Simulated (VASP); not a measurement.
# NiO (R-3m) in VASP: single point with PBE+U

Aim: the single point of NiO with PBE+U.

Program: VASP 6.6.1. These are calculated values, not measurements. Logs are shortened: lines on timing, memory, paths and dates and some standing lists are left out, and cuts for length are marked.

### Step 1. The cell of the first run

The typed cell holds 4 atoms: a = 2.966 Å, b = 2.966 Å, c = 5.132 Å, α = 106.80°, β = 106.80°, γ = 60.00°.

### Step 2. Single point, PBE+U, collinear spin, antiferromagnetic start (9.22 Å³/atom)

INCAR reads:

```
PREC     = Accurate       # precision mode
ENCUT    = 520            # plane-wave cutoff, eV
EDIFF    = 1E-6           # SCF threshold, eV
ISMEAR   = 0              # smearing method
SIGMA    = 0.05           # smearing width, eV
LREAL    = F              # projectors in reciprocal space
LASPH    = T              # aspherical terms in the spheres
NELM     = 150            # most SCF steps
ALGO     = Normal         # electronic algorithm
ISIF     = 2              # what is computed and relaxed
LWAVE    = F              # write WAVECAR
LCHARG   = F              # write CHGCAR
ISPIN    = 2              # spin polarisation
MAGMOM   = 1.84 -1.84 0 0 # initial moments
LORBIT   = 11             # projections on sites
LMAXMIX  = 4              # l up to which the mixer works
LDAU     = T              # DFT+U
LDAUTYPE = 2            
LDAUL    = 2 -1           # shell
LDAUU    = 6.2 0          # U, eV
LDAUJ    = 0 0          
LDAUPRINT= 1            
GGA      = PE             # functional
NBANDS   = 28             # bands
```

KPOINTS reads:

```
regular mesh
0
Gamma
  10 10 6
```

POSCAR reads:

```
NiO
1.0
    1.4831848215      0.8563146682      2.4220426447
   -1.4831848215      0.8563146682      2.4220426447
    0.0000000000     -5.1323996576     -0.0019410758
Ni O
2 2
Direct
    1.0000000000      0.0000000000      0.0000000000
    1.5000000000      0.5000000000      0.5000000000
    0.7499999977      0.7499999977      0.2499999934
    1.2500000023      1.2500000023      0.7500000066
```

Potentials or basis: VASP PAW PBE potentials, release 64 (Ni, O).

The run is started by

```bash
cat potpaw_PBE.64/Ni/POTCAR potpaw_PBE.64/O/POTCAR > POTCAR
mpirun -np 1 vasp_std > vasp.out
```

OUTCAR:

```text
PREC = Accurate
   ENCUT = 520
   EDIFF = 1E-6
   ISMEAR = 0
   LREAL = F
   LASPH = T
   NELM = 150
   ISIF = 2
   ISPIN = 2
   LORBIT = 11
   GGA = PE

 ion  position               nearest neighbor table
   1  0.000  0.000  0.000-   3 2.10   4 2.10   3 2.10   3 2.10   4 2.10   4 2.10   2 2.96   2 2.96
                             2 2.96   2 2.96   2 2.96   2 2.96
   2  0.500  0.500  0.500-   3 2.10   4 2.10   4 2.10   4 2.10   3 2.10   3 2.10   1 2.96   1 2.96
                             1 2.96   1 2.96   1 2.96   1 2.96
   3  0.750  0.750  0.250-   1 2.10   2 2.10   1 2.10   1 2.10   2 2.10   2 2.10
   4  0.250  0.250  0.750-   1 2.10   2 2.10   1 2.10   1 2.10   2 2.10   2 2.10

  LATTYP: Found a trigonal (rhomboedric) cell.
 ALAT       =     5.1324099266
 COS(alpha) =     0.8329750471

  Lattice vectors:

 A1 = (  -1.4831848215,  -4.2760849894,   2.4201015689)
 A2 = (   0.0000000000,  -5.1323996576,  -0.0019410758)
 A3 = (   1.4831848215,  -4.2760849894,   2.4201015689)

Analysis of symmetry for initial positions (statically):
=====================================================================
 Subroutine PRICEL returns following result:

  LATTYP: Found a trigonal (rhomboedric) cell.
 ALAT       =     2.9639871319
 COS(alpha) =     0.4991950132
[... 12 lines left out ...]
 Subroutine GETGRP returns: Found 12 space group operations
 (whereof 12 operations were pure point group operations)
 out of a pool of 12 trial point group operations.

The static configuration has the point symmetry D_3d.

Analysis of symmetry for dynamics (positions and initial velocities):
=====================================================================
 Subroutine PRICEL returns following result:

  LATTYP: Found a trigonal (rhomboedric) cell.
 ALAT       =     2.9639871319
 COS(alpha) =     0.4991950132
[... 12 lines left out ...]
 Subroutine GETGRP returns: Found 12 space group operations
 (whereof 12 operations were pure point group operations)
 out of a pool of 12 trial point group operations.

The dynamic configuration has the point symmetry D_3d.

Analysis of structural, dynamic, and magnetic symmetry:
=====================================================================
 Subroutine PRICEL returns following result:

  LATTYP: Found a trigonal (rhomboedric) cell.
 ALAT       =     2.9639871319
 COS(alpha) =     0.4991950132
[... 12 lines left out ...]
 Subroutine GETGRP returns: Found 12 space group operations
 (whereof 12 operations were pure point group operations)
 out of a pool of 12 trial point group operations.

The overall configuration has the point symmetry D_3d.

 Subroutine INISYM returns: Found 12 space group operations
 (whereof 12 operations are pure point group operations),
 and found     2 'primitive' translations

----------------------------------------------------------------------------------------

                                     Primitive cell

  volume of cell :      18.4348

  direct lattice vectors                    reciprocal lattice vectors
     1.483184822  2.566199829  0.000970538     0.337112403  0.194788604  0.137569692
     0.000000000  1.709885161 -2.421072107    -0.000000000  0.000156170 -0.412929860
    -1.483184822  2.566199829  0.000970538    -0.337112403  0.194788604  0.137569692

  length of vectors
[... 168 lines left out ...]

 occupancies and eigenvectors

  o =  0.1531  v =  0.0000  0.0000  0.0000  0.0000  0.0000  0.0000  0.8165  0.0000  0.0000 -0.5774      0.0000  0.0000  0.0000  0.0000  0.0000  0.0000  0.0000  0.0000  0.0000  0.0000
  o =  0.1531  v =  0.0000  0.0000  0.0000  0.0000  0.0000  0.5773  0.0000  0.0000 -0.8165  0.0000      0.0000  0.0000  0.0000  0.0000  0.0000  0.0000  0.0000  0.0000  0.0000  0.0000
  o =  0.9815  v =  0.0000  0.0000  0.0000  0.0000  0.0000 -0.8165  0.0000  0.0000 -0.5773  0.0000      0.0000  0.0000  0.0000  0.0000  0.0000  0.0000  0.0000  0.0000  0.0000  0.0000
  o =  0.9815  v =  0.0000  0.0000  0.0000  0.0000  0.0000  0.0000  0.2835 -0.8712  0.0000  0.4008      0.0000  0.0000  0.0000  0.0000  0.0000  0.0000  0.0000  0.0000  0.0000  0.0000
  o =  0.9815  v =  0.0000  0.0000  0.0000  0.0000  0.0000  0.0000 -0.5030 -0.4909  0.0000 -0.7113      0.0000  0.0000  0.0000  0.0000  0.0000  0.0000  0.0000  0.0000  0.0000  0.0000
  o =  0.9833  v = -0.0000 -0.5603 -0.2404 -0.0000 -0.7926  0.0000  0.0000  0.0000  0.0000  0.0000      0.0000  0.0000  0.0000  0.0000  0.0000  0.0000  0.0000  0.0000  0.0000  0.0000
  o =  0.9833  v =  0.8164 -0.0000 -0.0000  0.5775 -0.0000  0.0000  0.0000  0.0000  0.0000  0.0000      0.0000  0.0000  0.0000  0.0000  0.0000  0.0000  0.0000  0.0000  0.0000  0.0000
  o =  0.9833  v = -0.0000  0.1386 -0.9707 -0.0000  0.1965  0.0000  0.0000  0.0000  0.0000  0.0000      0.0000  0.0000  0.0000  0.0000  0.0000  0.0000  0.0000  0.0000  0.0000  0.0000
  o =  1.0298  v =  0.0000 -0.8166  0.0003 -0.0000  0.5772  0.0000  0.0000  0.0000  0.0000  0.0000      0.0000  0.0000  0.0000  0.0000  0.0000  0.0000  0.0000  0.0000  0.0000  0.0000
  o =  1.0298  v = -0.5775 -0.0000  0.0000  0.8164  0.0000  0.0000  0.0000  0.0000  0.0000  0.0000      0.0000  0.0000  0.0000  0.0000  0.0000  0.0000  0.0000  0.0000  0.0000  0.0000

atom =   2  type =  1  l = 2

 onsite density matrix

spin component  1

  0.7054 -0.0000 -0.0000  0.3905  0.0000
 -0.0000  0.4293 -0.0000  0.0000  0.3905
 -0.0000 -0.0000  0.9815  0.0000  0.0000
  0.3905  0.0000  0.0000  0.4292 -0.0000
  0.0000  0.3905  0.0000 -0.0000  0.7054

spin component  2

  0.9988 -0.0000 -0.0000 -0.0219 -0.0000
 -0.0000  1.0143 -0.0000 -0.0000 -0.0219
 -0.0000 -0.0000  0.9833  0.0000  0.0000
 -0.0219 -0.0000  0.0000  1.0143 -0.0000
 -0.0000 -0.0219  0.0000 -0.0000  0.9988

 occupancies and eigenvectors

  o =  0.1531  v =  0.0000 -0.8165 -0.0000  0.0000  0.5774  0.0000  0.0000  0.0000  0.0000  0.0000      0.0000  0.0000  0.0000  0.0000  0.0000  0.0000  0.0000  0.0000  0.0000  0.0000
  o =  0.1531  v =  0.5773  0.0000  0.0000 -0.8165 -0.0000  0.0000  0.0000  0.0000  0.0000  0.0000      0.0000  0.0000  0.0000  0.0000  0.0000  0.0000  0.0000  0.0000  0.0000  0.0000
  o =  0.9815  v = -0.8165  0.0000  0.0000 -0.5773 -0.0000  0.0000  0.0000  0.0000  0.0000  0.0000      0.0000  0.0000  0.0000  0.0000  0.0000  0.0000  0.0000  0.0000  0.0000  0.0000
  o =  0.9815  v =  0.0000  0.2835 -0.8712  0.0000  0.4008  0.0000  0.0000  0.0000  0.0000  0.0000      0.0000  0.0000  0.0000  0.0000  0.0000  0.0000  0.0000  0.0000  0.0000  0.0000
  o =  0.9815  v =  0.0000 -0.5030 -0.4909  0.0000 -0.7113  0.0000  0.0000  0.0000  0.0000  0.0000      0.0000  0.0000  0.0000  0.0000  0.0000  0.0000  0.0000  0.0000  0.0000  0.0000
  o =  0.9833  v =  0.0000  0.0000  0.0000  0.0000  0.0000  0.0000  0.5603  0.2404 -0.0000  0.7926      0.0000  0.0000  0.0000  0.0000  0.0000  0.0000  0.0000  0.0000  0.0000  0.0000
  o =  0.9833  v =  0.0000  0.0000  0.0000  0.0000  0.0000 -0.8164 -0.0000 -0.0000 -0.5775 -0.0000      0.0000  0.0000  0.0000  0.0000  0.0000  0.0000  0.0000  0.0000  0.0000  0.0000
  o =  0.9833  v =  0.0000  0.0000  0.0000  0.0000  0.0000  0.0000 -0.1386  0.9707 -0.0000 -0.1965      0.0000  0.0000  0.0000  0.0000  0.0000  0.0000  0.0000  0.0000  0.0000  0.0000
  o =  1.0298  v =  0.0000  0.0000  0.0000  0.0000  0.0000  0.0000  0.8166 -0.0003 -0.0000 -0.5772      0.0000  0.0000  0.0000  0.0000  0.0000  0.0000  0.0000  0.0000  0.0000  0.0000
  o =  1.0298  v =  0.0000  0.0000  0.0000  0.0000  0.0000  0.5775 -0.0000 -0.0000 -0.8164 -0.0000      0.0000  0.0000  0.0000  0.0000  0.0000  0.0000  0.0000  0.0000  0.0000  0.0000

 number of electron      32.0000008 magnetization       0.0000000

 Free energy of the ion-electron system (eV)
  ---------------------------------------------------
  ext. energy  EPLUGINS =         0.00000000
  ---------------------------------------------------
  free energy    TOTEN  =       -20.47789115 eV

  energy without entropy =      -20.47789115  energy(sigma->0) =      -20.47789115

 E-fermi :   6.4286     XC(G=0): -12.5741

 val. band max:        6.1338480136   @ k =   0.0000   0.0000   0.5000
 cond. band min:       9.4677272635   @ k =   0.0000   0.0000   0.0000
 fundamental gap:      3.3338792499
 Fermi energy:         6.4286243729

 spin component 1

 k-point     1 :       0.0000    0.0000    0.0000
  band No.  band energies     occupation
      1     -12.0288      1.00000
      2     -10.6139      1.00000
      3      -0.7456      1.00000
      4      -0.0329      1.00000
      5      -0.0329      1.00000
      6       1.9080      1.00000
[... 1481 lines left out ...]
     27      25.5773      0.00000
     28      28.0444      0.00000

 [... further k-points ...]

------------------------ aborting loop because EDIFF is reached ----------------------------------------

  FORCE on cell =-STRESS in cart. coord.  units (eV):
  Direction    XX          YY          ZZ          XY          YZ          ZX
  --------------------------------------------------------------------------------------
  -------------------------------------------------------------------------------------
  Total       -0.3159841     -0.3119607     -0.3154845     -0.0000000     -0.0014219      0.0000000
  in kB      -13.7311321    -13.5562937    -13.7094215     -0.0000000     -0.0617887      0.0000000
  external PRESSURE =     -13.6656158 kB  Pullay stress =       0.0000000 kB

 VOLUME and BASIS-vectors are now :
 -----------------------------------------------------------------------------
  energy-cutoff  :      520.00
  volume of cell :       36.87
      direct lattice vectors                 reciprocal lattice vectors
     1.483184822  0.856314668  2.422042645     0.337112403 -0.000078085  0.206464930
    -1.483184822  0.856314668  2.422042645    -0.337112403 -0.000078085  0.206464930
     0.000000000 -5.132399658 -0.001941076     0.000000000 -0.194866690  0.068895238

 POSITION                                       TOTAL-FORCE (eV/Angst)
 -----------------------------------------------------------------------------------
      0.00000      0.00000      0.00000         0.000000      0.000000     -0.000000
      0.00000     -1.70989      2.42107         0.000000     -0.000000     -0.000000
      0.00000      0.00137      3.63258        -0.000000      0.000000     -0.000000
      0.00000     -3.42114      1.20957        -0.000000     -0.000000      0.000000
 -----------------------------------------------------------------------------------
    total drift:                               -0.000000     -0.000000      0.000000

  FREE ENERGIE OF THE ION-ELECTRON SYSTEM (eV)
  ---------------------------------------------------
  free  energy   TOTEN  =       -20.4778911455 eV

  energy  without entropy=      -20.4778911455  energy(sigma->0) =      -20.47789115

 total charge

# of ion       s       p       d       tot
------------------------------------------
    1        0.338   0.413   8.233   8.984
    2        0.338   0.413   8.233   8.984
    3        1.550   3.468   0.000   5.017
    4        1.550   3.468   0.000   5.017
--------------------------------------------------
tot          3.776   7.762  16.466  28.003

 magnetization (x)

# of ion       s       p       d       tot
------------------------------------------
    1       -0.002  -0.005   1.757   1.750
    2        0.002   0.005  -1.757  -1.750
    3        0.000   0.000   0.000   0.000
    4        0.000   0.000   0.000   0.000
--------------------------------------------------
tot          0.000   0.000   0.000   0.000
```

Run time: 4.2 min. Hardware: 1 thread of Intel Xeon Platinum 8259CL at 2.50GHz (Skylake/Cascade Lake), shared host; peak memory 0.35 GiB.

What came out:

```yaml
Free_energy: -20.4779 eV
Pressure: -1.4 GPa
Band_gap_on_the_k_mesh: 3.33 eV
Net_moment: 0.00 μB per cell
Site_moments: Ni +1.75, -1.75; O +0.00 μB
Valence_electrons_inside_the_program's_atomic_spheres: Ni 8.98; O 5.02
```

Levels at points of the mesh, in eV from the valence-band top:
Spin up:
| k point | band 14 | band 15 | band 16 | band 17 | band 18 | band 19 |
| --- | --- | --- | --- | --- | --- | --- |
| (0.00, 0.00, 0.00) | -0.76 | -0.74 | -0.74 | 3.33 | 4.32 | 4.32 |
| (0.50, 0.00, 0.00) | -1.72 | -1.22 | -0.60 | 4.26 | 4.27 | 9.07 |
| (0.50, 0.50, 0.00) | -1.96 | -0.66 | -0.53 | 4.50 | 4.66 | 7.32 |
| (0.00, 0.00, 0.50) | -1.36 | 0.00 | 0.00 | 4.18 | 4.18 | 6.03 |
Spin down:
```csv
k point,band 13,band 14,band 15,band 16,band 17,band 18,band 19,band 20
"(0.00, 0.00, 0.00)",-0.77,-0.76,-0.74,-0.74,3.33,4.32,4.32,7.31
"(0.50, 0.00, 0.00)",-1.85,-1.72,-1.22,-0.60,4.26,4.27,9.07,9.36
"(0.50, 0.50, 0.00)",-2.12,-1.96,-0.66,-0.53,4.50,4.66,7.32,7.82
"(0.00, 0.00, 0.50)",-1.36,-1.36,0.00,0.00,4.18,4.18,6.03,6.15
```

Eigenvalues of the final occupation matrices:
| site | spin | trace | eigenvalues |
| --- | --- | --- | --- |
| site 1 d | 1 | 5.01 | 0.98 0.98 0.98 1.03 1.03 |
| site 1 d | 2 | 3.25 | 0.15 0.15 0.98 0.98 0.98 |
| site 2 d | 1 | 3.25 | 0.15 0.15 0.98 0.98 0.98 |
| site 2 d | 2 | 5.01 | 0.98 0.98 0.98 1.03 1.03 |

A k mesh can miss the band edges. The state reached can hang on the start; a lower one may exist.
